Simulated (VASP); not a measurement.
Input of a VASP 6.6.1 run:

Contents of INCAR:

```
PREC = Accurate
ENCUT = 600
EDIFF = 1E-6
ISMEAR = 0
SIGMA = 0.05
LREAL = F
LASPH = T
NELM = 120
ALGO = Normal
ISIF = 2
LWAVE = F
LCHARG = T
GGA = PE
LELF = T
LVHAR = T
NBANDS = 16
GGA_COMPAT = F
```

KPOINTS

```
regular mesh
0
Gamma
  10 10 6
```

The input POSCAR:

```
SiC
1.0
    0.0000000000     -2.1898640950     -2.1898640950
    0.0000000000      2.1898640950     -2.1898640950
    4.3797281900      0.0000000000      0.0000000000
Si C
2 2
Direct
    0.4903713928      0.4903713928      0.5000000000
    0.0096286072      0.0096286072      0.0000000000
    1.0342487007      0.4657512993      0.2500000000
    0.4657512993      0.0342487007      0.7500000000
```

Potentials or basis: VASP PAW PBE potentials, release 64 (Si, C).

The run is started by

```bash
$ cat potpaw_PBE.64/Si/POTCAR potpaw_PBE.64/C/POTCAR > POTCAR
$ mpirun -np 1 vasp_std > vasp.out
```

What does it give for the pressure?

5.3 GPa.

What does it give for the largest force?

3.635 eV/Å.

Forces in eV/Å, atoms in the order of the input:
```
Si   0.000  0.000 -2.464
Si   0.000  0.000  2.464
C    0.000  3.635  0.000
C    0.000 -3.635  0.000
```

Caveat: the cell differs from its parent crystal (mode 7 (741.2 1/cm) frozen in, largest displacement -0.150 Å); forces of over 1 eV/Å act on the atoms, so gaps and moduli don't describe the material at rest.
